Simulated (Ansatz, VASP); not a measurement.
**One calculation of GaP, two programs**

POSCAR

```
GaP
1.0
    0.0000000000      2.6162400000      2.7252500000
    2.6162400000      0.0000000000      2.7252500000
    2.6162400000      2.6162400000      0.0000000000
Ga P
1 1
Direct
    0.0000000000      0.0000000000      0.0000000000
    0.7500000000      0.7500000000      0.7500000000
```

The input INCAR.step1:

```
SYSTEM = GaP
PREC = Accurate ; ENCUT = 520
ISMEAR = 0 ; SIGMA = 0.05
LREAL = .False. ; LASPH = .True.
NELM = 80 ; NBANDS = 16
GGA = PE ; ALGO = Normal
EDIFF = 1E-4 ; LWAVE = .True.
LCHARG = .False.
```

INCAR.step2

```
SYSTEM = GaP
PREC = Accurate ; ENCUT = 520
EDIFF = 1E-6 ; ISMEAR = 0
SIGMA = 0.05 ; LREAL = .False.
LASPH = .True. ; NELM = 80
ALGO = Normal ; ISIF = 2
LWAVE = .False. ; LCHARG = .True.
METAGGA = R2SCAN ; LMIXTAU = .True.
LELF = .True. ; LVHAR = .True.
NBANDS = 16 ; ISTART = 1
```

File KPOINTS:

```
regular mesh
0
Gamma
  8 8 8
  0 0 0
```

Input for Ansatz:

```yaml
crystal:
  lattice:
    - [0.0, 2.61624, 2.72525]
    - [2.61624, 0.0, 2.72525]
    - [2.61624, 2.61624, 0.0]
  atoms:
    - { symbol: Ga, position: [0.0, 0.0, 0.0] }
    - { symbol: P, position: [0.75, 0.75, 0.75] }
basis:
  ecutwfc: 500
kpoints:
  mp_grid: { grid: [8, 8, 8] }
hamiltonian:
  xc: r2scan
scf:
  occupations: { method: gaussian, width: 0.05 }
output:
  forces: true
  stress: true
  eigenvalues: true
  write_density: true
  write_potential: true
  elf: true
  volumetric_format: npy
```

Change from the starting cell: strain -0.040 along x and y, +0.000 along z, atoms carried along.

Alike in both runs: task single point; functional r2SCAN; k mesh 8 × 8 × 8; occupations gaussian, width 0.05 eV; no spin polarisation.

|  | VASP | Ansatz |
| --- | --- | --- |
| version | VASP 6.6.1 | Ansatz 0.2.0 |
| potentials or method | VASP PAW PBE potentials, release 64 (Ga_d, P), cutoff 520 eV | scalar-relativistic, plane waves, PAW |
| valence electrons in the cell | 18 | 18 |

```csv
,VASP,Ansatz,Ansatz less VASP
gap on the k mesh at the Fermi level (eV),1.54,1.53,-0.003
least direct gap on the mesh (eV),2.97,2.99,+0.025
pressure (GPa),8.5,8.6,+0.04
"traceless stress, the component that is largest in VASP (GPa)",-2.42,-2.43,-0.008
```

VASP's potentials were made for PBE, not for r2SCAN. With one functional, cell and mesh, what is left measures potentials, basis and numerics.
